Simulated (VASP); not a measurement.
A run of VASP 6.6.1:

INCAR

```
SYSTEM = CaS
PREC     = Accurate       ! precision mode
ENCUT    = 500            ! plane-wave cutoff, eV
EDIFF    = 1E-6           ! SCF threshold, eV
ISMEAR   = 0              ! smearing method
SIGMA    = 0.01           ! smearing width, eV
LREAL    = .False.        ! projectors in reciprocal space
LASPH    = .True.         ! aspherical terms in the spheres
NELM     = 120            ! most SCF steps
ALGO     = Normal         ! electronic algorithm
ISIF     = 2              ! what is computed and relaxed
LWAVE    = .False.        ! write WAVECAR
LCHARG   = .False.        ! write CHGCAR
GGA      = PE             ! functional
NBANDS   = 15             ! bands
GGA_COMPAT= .False.
```

File KPOINTS:

```
Automatic mesh
0
Gamma
  8 8 8
  0 0 0
```

POSCAR

```
CaS
1.0
    0.0000000000      2.8479451034      2.8479451034
    2.8479451034      0.0000000000      2.8479451034
    2.8479451034      2.8479451034      0.0000000000
Ca S
1 1
Direct
    0.0000000000      0.0000000000      0.0000000000
    0.5000000000      0.5000000000      0.5000000000
```

Potentials or basis: VASP PAW PBE potentials, release 64 (Ca_sv, S).

Launch:

```sh
$ cat potpaw_PBE.64/Ca_sv/POTCAR potpaw_PBE.64/S/POTCAR > POTCAR
$ mpirun -np 1 vasp_std > vasp.out
```

Hardware: 1 thread of Intel(R) Xeon(R) Platinum 8488C (Sapphire Rapids), with other jobs on the host.

**Question.** How long does it take, and how much memory?

**Answer.** It took 22 s on 1 thread of Intel(R) Xeon(R) Platinum 8488C (Sapphire Rapids), on a shared host, peak memory 0.17 GiB. Counts: scf iterations 12, k points 29.
